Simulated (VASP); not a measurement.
Wanted: the native input for a VASP 6.6.1 run.

```
Task                   : electric field gradients
Functional             : LDA
Potentials or basis    : VASP PAW LDA potentials, release 64 (Li_sv, Pd)
Cutoff                 : 520 eV
k mesh                 : 11 × 11 × 15
Occupations            : fermi-dirac, width 0.08 eV
Spin                   : no spin polarisation
Dipole correction      : no
Further INCAR settings : ALGO = Normal; EDIFF = 1e-08; NBANDS = 15
```

The structure of Li2Pd lies in POSCAR:

```
Li2Pd
1.0
    4.2267001844      0.0000000000      0.0000000000
   -2.1133500922      3.6604297339      0.0000000000
    0.0000000000      0.0000000000      2.7045810000
Li Pd
2 1
Direct
    0.3333333333      0.6666666667      0.5000000000
    0.6666666667      0.3333333333      0.5000000000
    0.0000000000      0.0000000000      0.0000000000
```

This cell differs from its parent crystal: zz strain of -1 %.

The input as run:

INCAR

```
  ALGO = Normal
  EDIFF = 1E-8
  ENCUT = 520
  GGA = CA
  ISIF = 2
  ISMEAR = -1
  LASPH = T
  LCHARG = F
  LEFG = T
  LREAL = F
  LWAVE = F
  NBANDS = 15
  NELM = 60
  PREC = Accurate
  SIGMA = 0.08
```

KPOINTS

```
k-points
0
Gamma
  11 11 15
```

Potentials or basis: VASP PAW LDA potentials, release 64 (Li_sv, Pd).

The run is started by

```sh
$ cat potpaw_LDA.64/Li_sv/POTCAR potpaw_LDA.64/Pd/POTCAR > POTCAR
$ mpirun -np 1 vasp_std > vasp.out
```

It gave:

- Band gap on the k mesh: zero (band 8 reaches 5.69 eV, above the bottom of band 9 at 3.37 eV)

Caveat: the cell differs from its parent crystal (zz strain of -1 %); without QUAD_EFG the Cq values of the log hold for a quadrupole moment of 1 mb, not for the nuclei.

Run time: 19 s on 1 thread of Intel(R) Xeon(R) 6975P-C (Granite Rapids) (shared host), peak memory 0.19 GiB.
